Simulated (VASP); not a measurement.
ZrC: single point with PBEsol

ZrC:

```
Zr C
1.0
     0.00000    2.35021    2.35021
     2.35021    0.00000    2.35021
     2.35021    2.35021    0.00000
Zr C
1 1
Cartesian
  2.3502 2.3502 2.3502
  0.0000 0.0000 -0.1875
```

This cell differs from its parent crystal: all C atoms moved +0.188 Å, as atom 2 towards its neighbour atom 1 (Zr) at 2.350 Å.

| Property | Result |
| --- | --- |
| Program | VASP 6.6.1 |
| Task | single point |
| Functional | PBEsol |
| Potentials or basis | VASP PAW PBE potentials, release 64 (Zr_sv, C) |
| Cutoff | 520 eV |
| k mesh | 18 × 18 × 18 |
| Occupations | gaussian, width 0.15 eV |
| Spin | no spin polarisation |
| Dipole correction | no |
| Further INCAR settings | ALGO = Normal; EDIFF = 1e-06; NBANDS = 15 |

```json
{
 "Pressure": "-1.4 GPa",
 "Largest force": "1.431 eV/Å",
 "Band gap on the k mesh": "zero (band 8 reaches 9.98 eV, above the bottom of band 9 at 9.04 eV)"
}
```

Forces in eV/Å, atoms in the order of the input:
```
Zr   0.000  0.000 -1.431
C    0.000  0.000  1.431
```

Stress tensor (GPa, compression positive):
```
-4.57  0.00  0.00
 0.00 -4.57  0.00
 0.00  0.00  5.06
```

Levels at points of the mesh, in eV from the Fermi level:
```csv
k point,band 6,band 7,band 8,band 9,band 10,band 11
"(0.00, 0.00, 0.00)",-0.12,-0.12,0.16,0.99,2.09,2.09
"(0.50, 0.00, 0.00)",-5.36,-2.99,-2.93,4.30,4.46,5.19
"(0.50, 0.50, 0.00)",-2.01,-1.90,0.00,0.00,4.41,5.59
"(0.00, 0.50, 0.50)",-2.41,-2.14,-0.09,0.63,4.62,5.59
```

Run time: 110 s on 1 thread of Intel(R) Xeon(R) Platinum 8559C (Emerald Rapids), on a shared host, peak memory 0.31 GiB.

Caveat: the cell differs from its parent crystal (all C atoms moved +0.188 Å, as atom 2 towards its neighbour atom 1 (Zr) at 2.350 Å); the PAW data sets were made with another functional, which shifts forces and pressure a little.
